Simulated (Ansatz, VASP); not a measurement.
# Mg: VASP beside Ansatz

```
Mg
1.0
     1.57698   -5.69669    0.00000
     1.57698    5.69669    0.00000
     0.00000    0.00000    5.33314
Mg
4
Cartesian
  1.5770 4.1838 5.3331
  1.5770 -1.5129 2.6666
  1.5770 -4.1838 0.0000
  1.5770 1.5129 2.6665
```

Alike in both runs: functional r2SCAN; k mesh 6 × 6 × 4; occupations gaussian, width 0.1 eV; no spin polarisation.

Ansatz relaxed the structure, and its values are those at the end. VASP's run is a single point on that final structure, the one shown.

```csv
,VASP,Ansatz
version,VASP 6.6.1,Ansatz 0.2.0
potentials or method,"VASP PAW PBE potentials, release 64 (Mg), cutoff 520 eV","scalar-relativistic, plane waves, PAW"
valence electrons in the cell,8,40
```

```tsv
	VASP	Ansatz	Ansatz less VASP
gap on the k mesh at the Fermi level (eV)	none	none	-
pressure (GPa)	-0.3	0.0	+0.23
rms of the force components (eV/Å)	0.007	0.004	-0.0025
```

VASP's potentials were made for PBE, not for r2SCAN. A gap of «none» marks a metal or a gap that the smearing closes. The functional is the same, so the differences come from potentials, cutoffs and numerics. VASP's potentials hold 8 valence electrons a cell and Ansatz's 40, so a difference there can come from the potentials and not from the codes.
